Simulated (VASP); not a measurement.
# BiMo3 (Pm-3m) in VASP: notebook

BiMo3 is run at these levels: PBE; tasks: relaxation of cell and atoms, single point.

All numbers are computed with VASP 6.6.1; they aren't measurements. Logs are shortened: lines on timing, memory, paths and dates and some standing lists are left out, and cuts for length are marked.

## Step 1: The cell of the first run

It takes space group Pm-3m (No. 221, cubic). Conventional cell: a = 4.184 Å, b = 4.184 Å, c = 4.184 Å, α = 90.00°, β = 90.00°, γ = 90.00°. Bi (site symmetry m-3m) has 12 Mo at 2.96 Å within 3.9 Å. Within 3.9 Å of Mo (site symmetry 4/mmm) lie 4 Bi at 2.96 Å and 8 Mo at 2.96 Å.

## Step 2: Relaxation of cell and atoms, PBE

INCAR

```
SYSTEM = BiMo3
PREC     = Accurate       ! precision mode
ENCUT    = 500            ! plane-wave cutoff, eV
EDIFF    = 1E-7           ! SCF threshold, eV
ISMEAR   = 0              ! smearing method
SIGMA    = 0.1            ! smearing width, eV
LREAL    = .FALSE.        ! projectors in reciprocal space
LASPH    = .TRUE.         ! aspherical terms in the spheres
NELM     = 120            ! most SCF steps
ALGO     = Normal         ! electronic algorithm
ISIF     = 3              ! what is computed and relaxed
LWAVE    = .FALSE.        ! write WAVECAR
LCHARG   = .FALSE.        ! write CHGCAR
GGA      = PE             ! functional
IBRION   = 2              ! ionic algorithm
NSW      = 90             ! ionic steps
EDIFFG   = -0.04          ! ionic threshold
GGA_COMPAT= .FALSE.      
NELMIN   = 4
```

KPOINTS

```
Automatic mesh
0
G
  4 4 4
  0 0 0
```

POSCAR

```
BiMo3
1.0
    4.1840010262      0.0000000000      0.0000000000
    0.0000000000      4.1840010262      0.0000000000
    0.0000000000      0.0000000000      4.1840010262
Bi Mo
1 3
Direct
    0.0000000000      0.0000000000      0.0000000000
    0.0000000000      0.5000000000      0.5000000000
    0.5000000000      0.0000000000      0.5000000000
    0.5000000000      0.5000000000      0.0000000000
```

Potentials or basis: VASP PAW PBE potentials, release 64 (Bi_d, Mo_sv).

Started as:

```bash
cat potpaw_PBE.64/Bi_d/POTCAR potpaw_PBE.64/Mo_sv/POTCAR > POTCAR
mpirun -np 1 vasp_std > vasp.out
```

OUTCAR:

```text
SYSTEM = BiMo3
   PREC = Accurate
   ENCUT = 500
   EDIFF = 1E-7
   ISMEAR = 0
   LREAL = .FALSE.
   LASPH = .TRUE.
   NELM = 120
   ISIF = 3
   GGA = PE
   IBRION = 2
   NSW = 90
   EDIFFG = -0.04
   NELMIN = 4

 ion  position               nearest neighbor table
   1  0.000  0.000  0.000-   2 2.96   3 2.96   4 2.96   2 2.96   3 2.96   2 2.96   4 2.96   2 2.96
                             3 2.96   4 2.96   3 2.96   4 2.96
   2  0.000  0.500  0.500-   1 2.96   3 2.96   4 2.96   1 2.96   4 2.96   1 2.96   3 2.96   1 2.96
                             3 2.96   4 2.96   4 2.96   3 2.96
   3  0.500  0.000  0.500-   1 2.96   2 2.96   4 2.96   1 2.96   4 2.96   2 2.96   4 2.96   4 2.96
                             1 2.96   2 2.96   1 2.96   2 2.96
   4  0.500  0.500  0.000-   1 2.96   2 2.96   3 2.96   2 2.96   3 2.96   1 2.96   3 2.96   3 2.96
                             1 2.96   2 2.96   2 2.96   1 2.96

  LATTYP: Found a simple cubic cell.
 ALAT       =     4.1840010262

  Lattice vectors:

 A1 = (   4.1840010262,   0.0000000000,   0.0000000000)
 A2 = (   0.0000000000,   4.1840010262,   0.0000000000)
 A3 = (   0.0000000000,   0.0000000000,   4.1840010262)

Analysis of symmetry for initial positions (statically):
=====================================================================
 Subroutine PRICEL returns:
 Original cell was already a primitive cell.

 Routine SETGRP: Setting up the symmetry group for a
 simple cubic supercell.

 Subroutine GETGRP returns: Found 48 space group operations
 (whereof 48 operations were pure point group operations)
 out of a pool of 48 trial point group operations.

The static configuration has the point symmetry O_h .

Analysis of symmetry for dynamics (positions and initial velocities):
=====================================================================
 Subroutine PRICEL returns:
 Original cell was already a primitive cell.

 Routine SETGRP: Setting up the symmetry group for a
 simple cubic supercell.

 Subroutine GETGRP returns: Found 48 space group operations
 (whereof 48 operations were pure point group operations)
 out of a pool of 48 trial point group operations.

The dynamic configuration has the point symmetry O_h .

 Subroutine INISYM returns: Found 48 space group operations
 (whereof 48 operations are pure point group operations),
 and found     1 'primitive' translations

----------------------------------------------------------------------------------------

                                     Primitive cell

  volume of cell :      73.2446

  direct lattice vectors                    reciprocal lattice vectors
     4.184001026  0.000000000  0.000000000     0.239005678  0.000000000  0.000000000
     0.000000000  4.184001026  0.000000000     0.000000000  0.239005678  0.000000000
     0.000000000  0.000000000  4.184001026     0.000000000  0.000000000  0.239005678

  length of vectors
     4.184001026  4.184001026  4.184001026     0.239005678  0.239005678  0.239005678

  position of ions in fractional coordinates (direct lattice)
     0.000000000  0.000000000  0.000000000
     0.000000000  0.500000000  0.500000000
     0.500000000  0.000000000  0.500000000
     0.500000000  0.500000000  0.000000000

  ion indices of the primitive-cell ions
   primitive index   ion index
                 1           1
                 2           2
                 3           3
                 4           4

----------------------------------------------------------------------------------------

 KPOINTS: Automatic mesh

Automatic generation of k-mesh.
 Grid dimensions read from file:
 generate k-points for:    4    4    4

 Generating k-lattice:

  Cartesian coordinates                     Fractional coordinates (reciprocal lattice)
     0.059751419  0.000000000  0.000000000     0.250000000  0.000000000  0.000000000
     0.000000000  0.059751419  0.000000000     0.000000000  0.250000000  0.000000000
     0.000000000  0.000000000  0.059751419     0.000000000  0.000000000  0.250000000

  Length of vectors
     0.059751419  0.059751419  0.059751419

  Shift w.r.t. Gamma in fractional coordinates (k-lattice)
     0.000000000  0.000000000  0.000000000

 Subroutine IBZKPT returns following result:
 ===========================================

 Found     10 irreducible k-points:

 Following reciprocal coordinates:
            Coordinates               Weight
  0.000000  0.000000  0.000000      1.000000
  0.250000  0.000000  0.000000      6.000000
  0.500000  0.000000  0.000000      3.000000
  0.250000  0.250000  0.000000     12.000000
  0.500000  0.250000  0.000000     12.000000
  0.500000  0.500000  0.000000      3.000000
  0.250000  0.250000  0.250000      8.000000
  0.500000  0.250000  0.250000     12.000000
  0.500000  0.500000  0.250000      6.000000
  0.500000  0.500000  0.500000      1.000000
   k-points           NKPTS =     10   k-points in BZ     NKDIM =     10   number of bands    NBANDS=     34
   number of dos      NEDOS =    301   number of ions     NIONS =      4
   total plane-waves  NPLWV =  32768
   dimension x,y,z NGX =    32 NGY =   32 NGZ =   32
   dimension x,y,z NGXF=    64 NGYF=   64 NGZF=   64
   ions per type =               1   3
   NGX,Y,Z   is equivalent  to a cutoff of  12.71, 12.71, 12.71 a.u.
   NGXF,Y,Z  is equivalent  to a cutoff of  25.43, 25.43, 25.43 a.u.
 SYSTEM =  BiMo3
   PREC   = accura    normal or accurate (medium, high low for compatibility)
   ISTART =      0    job   : 0-new  1-cont  2-samecut
   ICHARG =      2    charge: 1-file 2-atom 10-const
   ISPIN  =      1    spin polarized calculation?
   LNONCOLLINEAR =      F non collinear calculations
   LSORBIT =      F    spin-orbit coupling
   LASPH  =      T    aspherical Exc in radial PAW
   ENCUT  =  500.0 eV  36.75 Ry    6.06 a.u.   7.63  7.63  7.63*2*pi/ulx,y,z
   NELM   =    120;   NELMIN=  4; NELMDL= -5     # of ELM steps
   EDIFF  = 0.1E-06   stopping-criterion for ELM
   LREAL  =      F    real-space projection
   EDIFFG = -.4E-01   stopping-criterion for IOM
   NSW    =     90    number of steps for IOM
   IBRION =      2    ionic relax: 0-MD 1-quasi-New 2-CG
   NFREE  =      1    steps in history (QN), initial steepest desc. (CG)
   ISIF   =      3    stress and relaxation
   ISYM   =      2    0-nonsym 1-usesym 2-fastsym
   POTIM  = 0.5000    time-step for ionic-motion
   TEBEG  =    0.0;   TEEND  =   0.0 temperature during run
   PSTRESS=    0.0 pullay stress
   NELECT =      57.0000    total number of electrons
   NUPDOWN=      -1.0000    fix difference up-down
   EMIN   =  10.00;   EMAX   =-10.00  energy-range for DOS
   EFERMI =   0.00;   METHOD = LEGACY
   ISMEAR =     0;   SIGMA  =   0.10  broadening in eV -4-tet -1-fermi 0-gaus
   EFERMI_NEDOS =   21; number of points for ismear=-14 and -15
   IALGO  =     38    algorithm
   IMIX   =      4    mixing-type and parameters
     AMIX     =   0.40;   BMIX     =  1.00
     AMIX_MAG =   1.60;   BMIX_MAG =  1.00
  volume/ion in A,a.u.               =      18.31       123.57
  Fermi-wavevector in a.u.,A,eV,Ry     =   1.505826  2.845598 30.851355  2.267511
  Thomas-Fermi vector in A             =   2.616623
   LORBIT       =      0    0 simple, 1 ext, 2 COOP (PROOUT), +10 PAW based schemes
   GGA     = PE    functional components
   LHFCALC =     F    Hartree Fock is set to
   AEXX    =    0.0000 exact exchange contribution
   IVDW    =     0    specifies the selected vdW correction
   LEPSILON=     F    determine dielectric tensor
   LRPA    =     F    only Hartree local field effects (RPA)
 conjugate gradient relaxation of ions
 non-spin polarized calculation
 Gauss-broadening in eV      SIGMA  =   0.10
  energy-cutoff  :      500.00
  volume of cell :       73.24
 maximum number of plane-waves:      1877
 NGX is ok and might be reduce to    32
   NGX = 15   NGY = 15   NGZ = 15

--------------------------------------- Ionic step        1  -------------------------------------------

 number of electron      56.9999991 magnetization

 Free energy of the ion-electron system (eV)
  ---------------------------------------------------
  ext. energy  EPLUGINS =         0.00000000
  ---------------------------------------------------
  free energy    TOTEN  =       -33.68482490 eV

  energy without entropy =      -33.66535604  energy(sigma->0) =      -33.67509047

------------------------ aborting loop because EDIFF is reached ----------------------------------------

  FORCE on cell =-STRESS in cart. coord.  units (eV):
  Direction    XX          YY          ZZ          XY          YZ          ZX
  --------------------------------------------------------------------------------------
  -------------------------------------------------------------------------------------
  Total       -2.3575366     -2.3575366     -2.3575366      0.0000000     -0.0000000      0.0000000
  in kB      -51.5695899    -51.5695899    -51.5695899      0.0000000     -0.0000000      0.0000000
  external PRESSURE =     -51.5695899 kB  Pullay stress =       0.0000000 kB
[... 61 lines left out ...]
  energy  without entropy=      -33.5738794409  energy(sigma->0) =      -33.58284112

--------------------------------------- Ionic step        3  -------------------------------------------

 number of electron      56.9999970 magnetization

 Free energy of the ion-electron system (eV)
  ---------------------------------------------------
  ext. energy  EPLUGINS =         0.00000000
  ---------------------------------------------------
  free energy    TOTEN  =       -33.72159402 eV

  energy without entropy =      -33.70127950  energy(sigma->0) =      -33.71143676

 E-fermi :  12.5494     XC(G=0): -12.7972

 val. band max:       12.4344138484   @ k =   0.5000   0.0000   0.0000
 cond. band min:      12.5671085048   @ k =   0.2500   0.2500   0.2500
 fundamental gap:      0.1326946564
 Fermi energy:        12.5493654426

 k-point     1 :       0.0000    0.0000    0.0000
  band No.  band energies     occupation
      1     -48.7788      2.00000
      2     -48.6299      2.00000
      3     -48.6299      2.00000
      4     -23.1290      2.00000
      5     -23.1290      2.00000
      6     -23.1290      2.00000
[... 390 lines left out ...]
  FREE ENERGIE OF THE ION-ELECTRON SYSTEM (eV)
  ---------------------------------------------------
  free  energy   TOTEN  =       -33.7215940214 eV

  energy  without entropy=      -33.7012794992  energy(sigma->0) =      -33.71143676

 reached required accuracy - stopping structural energy minimisation
```

It took 33 s on 1 thread of Intel Xeon 6975P-C (Granite Rapids), shared host; peak memory 0.18 GiB.

What came out:

```yaml
Free_energy: -33.7216 eV
Relaxed_volume: 17.76 Å³/atom
Relaxed_cell: a = 4.142 Å, b = 4.142 Å, c = 4.142 Å, α = 90.00°, β = 90.00°, γ = 90.00°
Space_group_after_relaxing_to_0.05_Å: Pm-3m (No. 221)
Energy_gained_by_relaxing: 9.2 meV/atom
Ionic_steps: 3
Pressure_after_relaxing: -0.1 GPa
```

Step by step:
```
step  energy change (eV)  largest force (eV/Å)  pressure (GPa)  volume (Å³)
   1              0.0000                0.0000           -5.16        73.24
   2              0.0930                0.0000           11.44        67.17
   3             -0.0368                0.0000           -0.08        71.05
```

Final structure:
```
Bi Mo
1.0
     4.14185    0.00000    0.00000
     0.00000    4.14185    0.00000
     0.00000    0.00000    4.14185
Bi Mo
1 3
Cartesian
  0.0000 0.0000 0.0000
  0.0000 2.0709 2.0709
  2.0709 0.0000 2.0709
  2.0709 2.0709 0.0000
```

Caveat: the k points lie up to 0.38 Å⁻¹ apart in the final cell; spin-orbit coupling is left out, which moves the levels of the heavy elements.

## Step 3: Single point, PBE

This run uses another cell than the first one, of 17.76 Å³/atom, 0.970 times its volume.

INCAR

```
PREC = Accurate
ENCUT = 500
EDIFF = 1E-6
ISMEAR = 0
SIGMA = 0.1
LREAL = False
LASPH = True
NELM = 120
ALGO = Normal
ISIF = 2
LWAVE = False
LCHARG = False
GGA = PE
NBANDS = 36
GGA_COMPAT = False
```

KPOINTS

```
Automatic mesh
0
Gamma
  12 12 12
```

POSCAR

```
BiMo3
1.0
    4.1417451942      0.0000000000      0.0000000000
    0.0000000000      4.1417451942      0.0000000000
    0.0000000000      0.0000000000      4.1417451942
Bi Mo
1 3
Direct
    0.0000000000      0.0000000000      0.0000000000
    0.0000000000      0.5000000000      0.5000000000
    0.5000000000      0.0000000000      0.5000000000
    0.5000000000      0.5000000000      0.0000000000
```

Potentials or basis: VASP PAW PBE potentials, release 64 (Bi_d, Mo_sv).

Started as:

```bash
cat potpaw_PBE.64/Bi_d/POTCAR potpaw_PBE.64/Mo_sv/POTCAR > POTCAR
mpirun -np 1 vasp_std > vasp.out
```

Run time: 75 s. Hardware: 1 thread of Intel Xeon 6975P-C (Granite Rapids), shared host; peak memory 0.29 GiB.

It converged, with:

* Free energy: -33.5989 eV
* Pressure: 0.3 GPa

Levels at points of the mesh, in eV from the Fermi level:
| k point | band 24 | band 25 | band 26 | band 27 | band 28 | band 29 | band 30 | band 31 | band 32 | band 33 |
| --- | --- | --- | --- | --- | --- | --- | --- | --- | --- | --- |
| (0.00, 0.00, 0.00) | -3.62 | -1.96 | -1.96 | -1.96 | -0.09 | -0.09 | -0.09 | 1.47 | 1.70 | 1.70 |
| (0.50, 0.00, 0.00) | -2.35 | -1.45 | -1.32 | -1.32 | -1.00 | -0.07 | -0.05 | -0.05 | 0.16 | 1.57 |
| (0.50, 0.50, 0.00) | -2.49 | -2.42 | -1.23 | -1.23 | -0.37 | -0.28 | -0.28 | -0.17 | 0.28 | 0.51 |
| (0.50, 0.50, 0.50) | -3.90 | -1.62 | -1.62 | -1.62 | -0.09 | -0.09 | -0.09 | 0.53 | 0.53 | 0.59 |

Caveat: spin-orbit coupling is left out, which moves the levels of the heavy elements.

## Step 4: Relaxation of cell and atoms, PBE

This run uses another cell than the first one, of 17.73 Å³/atom, 0.968 times its volume.

INCAR

```
SYSTEM = BiMo3
  PREC = Accurate
  ENCUT = 500
  EDIFF = 1E-7
  ISMEAR = 0
  SIGMA = 0.1
  LREAL = .FALSE.
  LASPH = .TRUE.
  NELM = 120
  ALGO = Normal
  ISIF = 3
  LWAVE = .FALSE.
  LCHARG = .FALSE.
  GGA = PE
  IBRION = 2
  NSW = 100
  EDIFFG = -0.01
  GGA_COMPAT = .FALSE.
  NELMIN = 4
```

KPOINTS

```
Automatic mesh
0
G
  12 12 12
  0 0 0
```

POSCAR

```
BiMo3
1.0
    4.1391570994      0.0000000000      0.0000000000
    0.0000000000      4.1391570994      0.0000000000
    0.0000000000      0.0000000000      4.1391570994
Bi Mo
1 3
Direct
    0.0000000000      0.0000000000      0.0000000000
    0.0000000000      0.5000000000      0.5000000000
    0.5000000000      0.0000000000      0.5000000000
    0.5000000000      0.5000000000      0.0000000000
```

Potentials or basis: VASP PAW PBE potentials, release 64 (Bi_d, Mo_sv).

Started as:

```bash
cat potpaw_PBE.64/Bi_d/POTCAR potpaw_PBE.64/Mo_sv/POTCAR > POTCAR
mpirun -np 1 vasp_std > vasp.out
```

OUTCAR:

```text
SYSTEM = BiMo3
   PREC = Accurate
   ENCUT = 500
   EDIFF = 1E-7
   ISMEAR = 0
   LREAL = .FALSE.
   LASPH = .TRUE.
   NELM = 120
   ISIF = 3
   GGA = PE
   IBRION = 2
   NSW = 100
   EDIFFG = -0.01
   NELMIN = 4

 ion  position               nearest neighbor table
   1  0.000  0.000  0.000-   2 2.93   3 2.93   4 2.93   2 2.93   3 2.93   2 2.93   4 2.93   2 2.93
                             3 2.93   4 2.93   3 2.93   4 2.93
   2  0.000  0.500  0.500-   1 2.93   3 2.93   4 2.93   1 2.93   4 2.93   1 2.93   3 2.93   1 2.93
                             3 2.93   4 2.93   4 2.93   3 2.93
   3  0.500  0.000  0.500-   1 2.93   2 2.93   4 2.93   1 2.93   4 2.93   2 2.93   4 2.93   4 2.93
                             1 2.93   2 2.93   1 2.93   2 2.93
   4  0.500  0.500  0.000-   1 2.93   2 2.93   3 2.93   2 2.93   3 2.93   1 2.93   3 2.93   3 2.93
[... 267 lines left out ...]

 Free energy of the ion-electron system (eV)
  ---------------------------------------------------
  ext. energy  EPLUGINS =         0.00000000
  ---------------------------------------------------
  free energy    TOTEN  =       -33.59895285 eV

  energy without entropy =      -33.56740852  energy(sigma->0) =      -33.58318069

 E-fermi :  12.4577     XC(G=0): -12.7894

 val. band max:       12.4574803694   @ k =   0.5000   0.5000   0.4167
 cond. band min:      12.4673111496   @ k =   0.3333   0.1667   0.0833
 fundamental gap:      0.0098307801
 Fermi energy:        12.4577104738

 k-point     1 :       0.0000    0.0000    0.0000
  band No.  band energies     occupation
      1     -48.8053      2.00000
      2     -48.6574      2.00000
      3     -48.6574      2.00000
      4     -23.1526      2.00000
      5     -23.1526      2.00000
      6     -23.1526      2.00000
[... 877 lines left out ...]
     33      13.1508      0.00000
     34      13.9384      0.00000

 [... further k-points ...]
[... 5 lines left out ...]
  --------------------------------------------------------------------------------------
  -------------------------------------------------------------------------------------
  Total       -0.0006169     -0.0006169     -0.0006169     -0.0000000     -0.0000000      0.0000000
  in kB       -0.0138893     -0.0138893     -0.0138893     -0.0000000     -0.0000000      0.0000000
  external PRESSURE =      -0.0138893 kB  Pullay stress =       0.0000000 kB
[... 19 lines left out ...]
  FREE ENERGIE OF THE ION-ELECTRON SYSTEM (eV)
  ---------------------------------------------------
  free  energy   TOTEN  =       -33.5989528500 eV

  energy  without entropy=      -33.5674085210  energy(sigma->0) =      -33.58318069

 reached required accuracy - stopping structural energy minimisation
```

CONTCAR:

```text
BiMo3
   1.00000000000000
     4.1439795990049442    0.0000000000000000   -0.0000000000000000
     0.0000000000000000    4.1439795990049442    0.0000000000000000
     0.0000000000000000    0.0000000000000000    4.1439795990049442
  Bi              Mo
     1     3
Direct
     0.0000000000000000    0.0000000000000000    0.0000000000000000
     0.0000000000000000    0.5000000000000000    0.5000000000000000
     0.5000000000000000    0.0000000000000000    0.5000000000000000
     0.5000000000000000    0.5000000000000000    0.0000000000000000

  0.00000000E+00  0.00000000E+00  0.00000000E+00
  0.00000000E+00  0.00000000E+00  0.00000000E+00
  0.00000000E+00  0.00000000E+00  0.00000000E+00
  0.00000000E+00  0.00000000E+00  0.00000000E+00
```

It took 2.8 min on 1 thread of Intel Xeon 6975P-C (Granite Rapids), shared host; peak memory 0.28 GiB.

Results:

```yaml
Free_energy: -33.5990 eV
Relaxed_volume: 17.79 Å³/atom
Relaxed_cell: a = 4.144 Å, b = 4.144 Å, c = 4.144 Å, α = 90.00°, β = 90.00°, γ = 90.00°
Space_group_after_relaxing_to_0.05_Å: Pm-3m (No. 221)
Energy_gained_by_relaxing: 0.1 meV/atom
Ionic_steps: 3
Pressure_after_relaxing: 0.0 GPa
```

Step by step:
```csv
step,energy change (eV),largest force (eV/Å),pressure (GPa),volume (Å³)
1,0.0000,0.0000,0.65,70.91
2,0.0014,0.0000,-1.24,71.65
3,-0.0005,0.0000,0.00,71.16
```

Final structure:
```xyz
4
Lattice="4.1440 0.0000 0.0000 0.0000 4.1440 0.0000 0.0000 0.0000 4.1440" Properties=species:S:1:pos:R:3 pbc="T T T"
Bi    0.0000    0.0000    0.0000
Mo    0.0000    2.0720    2.0720
Mo    2.0720    0.0000    2.0720
Mo    2.0720    2.0720    0.0000
```

Caveat: spin-orbit coupling is left out, which moves the levels of the heavy elements.

## Step 5: The runs side by side

```tsv
task	cell	k mesh	gap on the mesh (eV)	pressure (GPa)	relaxed volume (Å³/atom)
relaxation of cell and atoms	relaxed from a = 4.184 Å, 4 atoms	4 × 4 × 4	none	-0.1	17.76
single point	a = 4.142 Å, 4 atoms	12 × 12 × 12	none	0.3	-
relaxation of cell and atoms	relaxed from a = 4.139 Å, 4 atoms	12 × 12 × 12	none	0.0	17.79
```

Alike in all rows: level PBE; potentials or basis VASP PAW PBE potentials, release 64 (Bi_d, Mo_sv); no spin polarisation; cutoff (eV) 500; smearing gaussian 0.1 eV.

Caveats: some runs use coarse meshes; spin-orbit coupling is left out, which moves the levels of the heavy elements.

Total energies depend on the potentials used, so only differences within one code and one set of settings carry meaning.
